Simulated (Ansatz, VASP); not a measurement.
**Two plane-wave programs on PtS2**

```
Pt S
1.0
     4.29351    0.00000    0.00000
     0.00000    4.29351    0.00000
     0.00000    0.00000    8.40106
Pt S
2 4
Direct
  0.00000 0.00000 0.00000
  0.50000 0.50000 0.50000
  0.69143 0.30857 0.00000
  0.30857 0.69143 0.00000
  0.19143 0.19143 0.50000
  0.80857 0.80857 0.50000
```

Alike in both runs: task single point; functional PBE; k mesh 4 × 4 × 2; occupations gaussian, width 0.1 eV; no spin polarisation.

|  | VASP | Ansatz |
| --- | --- | --- |
| version | VASP 6.6.1 | Ansatz 0.2.0 |
| potentials or method | VASP PAW PBE potentials, release 64 (Pt, S), cutoff 520 eV | scalar-relativistic, plane waves, PAW |
| valence electrons in the cell | 44 | 60 |

Ansatz gave:

```
gap on the k mesh at the Fermi level (eV) : none
rms of the force components (eV/Å)        : 5.173
```

Question: Estimate VASP's values.

Answer: gap on the k mesh at the Fermi level (eV): none; rms of the force components (eV/Å): 5.105.

Atom by atom the forces differ by 0.068 eV/Å (rms over components). A gap of «none» marks a metal or a gap that the smearing closes. VASP's potentials hold 44 valence electrons a cell and Ansatz's 60, so a difference there can come from the potentials and not from the codes.

The k mesh is coarse, so the values compare programs but aren't converged. Spin-orbit coupling is off throughout.
